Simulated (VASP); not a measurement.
## Be: single point with LDA

Crystal: Be.

```xyz
1
Lattice="-1.2531 1.2531 1.2531 1.2531 -1.2531 1.2531 1.2531 1.2531 -1.2531" Properties=species:S:1:pos:R:3 pbc="T T T"
Be    0.0000    0.0000    0.0000
```

```
Program                : VASP 6.6.1
Task                   : single point
Functional             : LDA
Potentials or basis    : VASP PAW LDA potentials, release 64 (Be)
Cutoff                 : 520 eV
k mesh                 : 18 × 18 × 18
Occupations            : gaussian, width 0.05 eV
Spin                   : no spin polarisation
Dipole correction      : no
Further INCAR settings : ALGO = Fast; EDIFF = 1e-06; NBANDS = 7
```

```json
{
  "Pressure": "-6.2 GPa",
  "Band gap on the k mesh": "zero (band 1 reaches 11.53 eV, above the bottom of band 2 at 6.30 eV)"
}
```

Levels at points of the mesh, in eV from the Fermi level:
| k point | band 1 | band 2 | band 3 | band 4 | band 5 | band 6 |
| --- | --- | --- | --- | --- | --- | --- |
| (0.00, 0.00, 0.00) | -12.12 | 18.94 | 18.94 | 18.94 | 30.70 | 30.70 |
| (0.50, 0.00, 0.00) | -5.25 | 0.46 | 11.98 | 15.21 | 20.43 | 26.22 |
| (0.50, 0.50, 0.50) | 3.83 | 3.83 | 3.83 | 9.90 | 9.90 | 18.29 |

It took 4.8 s on 1 thread of AMD EPYC 7R43 64-Core Processor (Zen 3), on a shared host, peak memory 0.08 GiB.
